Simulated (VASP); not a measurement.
SnSe:

```
Sn Se
1.0
     0.00000    2.98489    2.98489
     2.98489    0.00000    2.98489
     2.98489    2.98489    0.00000
Sn Se
1 1
Direct
  0.00000 0.00000 0.00000
  0.50000 0.50000 0.50000
```

Base run:

| Quantity | Value |
| --- | --- |
| Program | VASP 6.6.1 |
| Functional | r2SCAN |
| Potentials or basis | VASP PAW PBE potentials, release 64 (Sn_d, Se) |
| Cutoff | 550 eV |
| k mesh | 6 × 6 × 6 |
| Occupations | gaussian, width 0.01 eV |
| Spin | no spin polarisation |

Its results: band gap on the k mesh 0.57 eV; pressure 0.9 GPa.

The run is repeated on the same cell with these changes: k mesh from 6 × 6 × 6 to 4 × 4 × 4. What comes out?

Band gap on the k mesh 0.57 eV; pressure -0.2 GPa.

Caveats: some runs use coarse meshes; semilocal functionals underestimate gaps, and a narrow one can read as zero; the PAW data sets were made with another functional, which shifts forces and pressure a little; spin-orbit coupling is left out, which moves the levels of the heavy elements.

A k mesh can miss the band edges.
